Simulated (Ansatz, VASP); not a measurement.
**SiC in VASP and in Ansatz**

```
CELL_PARAMETERS angstrom
3.07551 0.00000 0.00000
-1.53776 2.66347 0.00000
0.00000 0.00000 5.04862
ATOMIC_POSITIONS crystal
Si 0.33333 0.66667 0.00460
Si 0.66667 0.33333 0.50460
C 0.33333 0.66667 0.38040
C 0.66667 0.33333 0.88040
```

Alike in both runs: functional r2SCAN; k mesh 12 × 12 × 6; occupations fermi-dirac, width 0.02 eV; no spin polarisation.

Ansatz relaxed the structure, and its values are those at the end. VASP's run is a single point on that final structure, the one shown.

```csv
,VASP,Ansatz
version,VASP 6.6.1,Ansatz 0.2.0
potentials or method,"VASP PAW PBE potentials, release 64 (Si, C), cutoff 520 eV",PAW plane waves
valence electrons in the cell,16,16
```

|  | VASP | Ansatz | Ansatz less VASP |
| --- | --- | --- | --- |
| gap on the k mesh at the Fermi level (eV) | 2.66 | 2.65 | -0.008 |
| pressure (GPa) | -0.2 | 0.0 | +0.23 |

VASP's potentials were made for PBE, not for r2SCAN. With one functional, cell and mesh, what is left measures potentials, basis and numerics.
